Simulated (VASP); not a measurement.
NaF (Villiaumite), 2 atoms in the cell. Symmetry: Fm-3m, No. 225, cubic system. The conventional cell has a = 4.500 Å, b = 4.500 Å, c = 4.500 Å, α = 90.00°, β = 90.00°, γ = 90.00°. Within 3.0 Å of Na (site symmetry m-3m) lie 6 F at 2.25 Å. F (site symmetry m-3m) has 6 Na at 2.25 Å within 3.0 Å.  This cell differs from its parent crystal: volume scaled by 0.94.

| Quantity | Value |
| --- | --- |
| Program | VASP 6.6.1 |
| Task | single point |
| Functional | r2SCAN |
| Potentials or basis | VASP PAW PBE potentials, release 64 (Na_pv, F) |
| Cutoff | 520 eV |
| k mesh | 8 × 8 × 8 |
| Occupations | gaussian, width 0.02 eV |
| Spin | no spin polarisation |
| Dipole correction | no |
| Further INCAR settings | ALGO = Normal; EDIFF = 1e-07; NBANDS = 14 |

Potentials or basis: VASP PAW PBE potentials, release 64 (Na_pv, F).

Launch:

```bash
$ cat potpaw_PBE.64/Na_pv/POTCAR potpaw_PBE.64/F/POTCAR > POTCAR
$ cp INCAR.step1 INCAR
$ mpirun -np 1 vasp_std > vasp.out
$ cp INCAR.step2 INCAR
$ mpirun -np 1 vasp_std > vasp.out
```

Hardware: 1 thread of AMD EPYC 9R45 96-Core Processor (Zen 5), on a shared host.

Q: How long does it take, and how much memory?

A: Run time: 25 s on 1 thread of AMD EPYC 9R45 96-Core Processor (Zen 5), on a shared host, peak memory 0.11 GiB. Counts: k points 29.
